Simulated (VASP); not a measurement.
Here is a VASP 6.6.1 calculation.

File INCAR:

```
PREC     = Accurate       # precision mode
ENCUT    = 600            # plane-wave cutoff, eV
EDIFF    = 1E-7           # SCF threshold, eV
ISMEAR   = 0              # smearing method
SIGMA    = 0.2            # smearing width, eV
LREAL    = F              # projectors in reciprocal space
LASPH    = T              # aspherical terms in the spheres
NELM     = 60             # most SCF steps
ALGO     = Normal         # electronic algorithm
ISIF     = 3              # what is computed and relaxed
LWAVE    = F              # write WAVECAR
LCHARG   = F              # write CHGCAR
GGA      = PE             # functional
IBRION   = 2              # ionic algorithm
NSW      = 36             # ionic steps
EDIFFG   = -0.08          # ionic threshold
```

KPOINTS

```
regular mesh
0
Gamma
  4 3 3
```

Contents of POSCAR:

```
HfC4
1.0
    4.4328516100      0.0000000000      0.0000000000
    0.0000000000      5.0748508000      0.0000000000
    0.0000000000      0.0000000000      5.4009456400
Hf C
2 8
Direct
    0.5000000000      0.5000000000      0.0000000000
    0.0000000000      0.0000000000      0.0000000000
    0.8333300000      0.2500000000      0.5000000000
    0.6666700000      0.5000000000      0.5000000000
    0.8333300000      0.7500000000      0.5000000000
    0.6666700000      0.0000000000      0.5000000000
    0.1666700000      0.7500000000      0.5000000000
    0.3333300000      0.0000000000      0.5000000000
    0.1666700000      0.2500000000      0.5000000000
    0.3333300000      0.5000000000      0.5000000000
```

Potentials or basis: VASP PAW PBE potentials, release 64 (Hf_pv, C).

Launch:

```bash
$ cat potpaw_PBE.64/Hf_pv/POTCAR potpaw_PBE.64/C/POTCAR > POTCAR
$ mpirun -np 1 vasp_std > vasp.out
```

(1) Predict the relaxed volume.

(2) Estimate the space group after relaxing (to 0.05 Å).

(3) Predict the band gap on the k mesh.

Answers

(1) 9.76 Å³/atom.

(2) Pmmm (No. 47).

(3) zero (band 26 reaches 8.23 eV, above the bottom of band 27 at 7.18 eV).

Caveat: the k points lie up to 0.47 Å⁻¹ apart in the final cell; the volume moved by over 15 % at a fixed basis, so the end points are rough; spin-orbit coupling is left out, which moves the levels of the heavy elements.
